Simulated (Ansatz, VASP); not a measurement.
**B in VASP and in Ansatz**

File INCAR:

```
SYSTEM = B
PREC     = Accurate       ! precision mode
ENCUT    = 600            ! plane-wave cutoff, eV
EDIFF    = 1E-7           ! SCF threshold, eV
ISMEAR   = 0              ! smearing method
SIGMA    = 0.1            ! smearing width, eV
LREAL    = .False.        ! projectors in reciprocal space
LASPH    = .True.         ! aspherical terms in the spheres
NELM     = 60             ! most SCF steps
ALGO     = Normal         ! electronic algorithm
ISIF     = 3              ! what is computed and relaxed
LWAVE    = .False.        ! write WAVECAR
LCHARG   = .False.        ! write CHGCAR
GGA      = PE             ! functional
IBRION   = 2              ! ionic algorithm
NSW      = 100            ! ionic steps
EDIFFG   = -0.01          ! ionic threshold
```

Contents of KPOINTS:

```
Automatic mesh
0
Gamma
  18 18 18
  0 0 0
```

Contents of POSCAR:

```
B
1.0
   -1.7832783485      1.7832783485      1.7832783485
    1.7832783485     -1.7832783485      1.7832783485
    1.7832783485      1.7832783485     -1.7832783485
B
3
Direct
    0.0000000000      0.5000000000      0.5000000000
    0.5000000000      0.0000000000      0.5000000000
    0.5000000000      0.5000000000      0.0000000000
```

Input for Ansatz:

```yaml
crystal:
  lattice:
    - [-1.7832783485, 1.7832783485, 1.7832783485]
    - [1.7832783485, -1.7832783485, 1.7832783485]
    - [1.7832783485, 1.7832783485, -1.7832783485]
  atoms:
    - { symbol: B, position: [0.0, 0.5, 0.5] }
    - { symbol: B, position: [0.5, 0.0, 0.5] }
    - { symbol: B, position: [0.5, 0.5, 0.0] }
basis:
  ecutwfc: 420
kpoints:
  mp_grid: { grid: [18, 18, 18] }
hamiltonian:
  xc: pbe
scf:
  occupations: { method: gaussian, width: 0.1 }
output:
  forces: true
  stress: true
  eigenvalues: true
  write_density: true
  write_potential: true
  elf: true
  volumetric_format: npy
relax:
  adjacent_minimum: "off"
  f_tol: 0.01
  max_steps: 80
  cell: { stress_tol: 0.05 }
```

Alike in both runs: task relaxation of cell and atoms; functional PBE; k mesh 18 × 18 × 18; occupations gaussian, width 0.1 eV; no spin polarisation.

```csv
,VASP,Ansatz
version,VASP 6.6.1,Ansatz 0.2.0
potentials or method,"VASP PAW PBE potentials, release 64 (B), cutoff 600 eV","scalar-relativistic, plane waves, PAW"
valence electrons in the cell,9,9
```

|  | VASP | Ansatz | Ansatz less VASP |
| --- | --- | --- | --- |
| gap on the k mesh at the Fermi level, each at its own relaxed structure (eV) | none | none | - |
| relaxed volume (Å³/atom) | 7.56 | 7.56 | 0.000 |
| relaxed cell length with the largest relative difference (Å) | 3.089 | 3.089 | 0.0000 |

A gap of «none» marks a metal or a gap that the smearing closes.

Noted on VASP's run: the relaxation stopped at its first step, so nothing moved.
